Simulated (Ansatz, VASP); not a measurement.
**One calculation of MoS2, two programs**

```
Mo S
1.0
     3.24658    0.00000    0.00000
    -1.62329    2.81162    0.00000
     0.00000    0.00000   17.67458
Mo S
1 2
Direct
  0.00000 0.00000 0.00000
  0.33333 0.66667 0.91051
  0.33333 0.66667 0.08949
```

Change from the starting cell: volume scaled by 1.06.

Alike in both runs: task single point; functional LDA; k mesh 10 × 10 × 2; occupations fermi-dirac, width 0.05 eV; no spin polarisation.

|  | VASP | Ansatz |
| --- | --- | --- |
| version | VASP 6.6.1 | Ansatz 0.2.0 |
| potentials or method | VASP PAW LDA potentials, release 64 (Mo_sv, S), cutoff 520 eV | all-electron LAPW, scalar-relativistic |

Ansatz gave:

| Item | Value |
| --- | --- |
| gap on the k mesh at the Fermi level (eV) | 1.58 |
| least direct gap on the mesh (eV) | 1.77 |
| rms of the force components (eV/Å) | 0.590 |

What did VASP give for the same quantities?

gap on the k mesh at the Fermi level (eV): 1.59; least direct gap on the mesh (eV): 1.78; rms of the force components (eV/Å): 0.584.

LDA's correlation is that of Perdew and Zunger in VASP and of Perdew and Wang (1992) in Ansatz. Atom by atom the forces differ by 0.007 eV/Å (rms over components). Ansatz ran all-electron here, and VASP with PAW potentials.
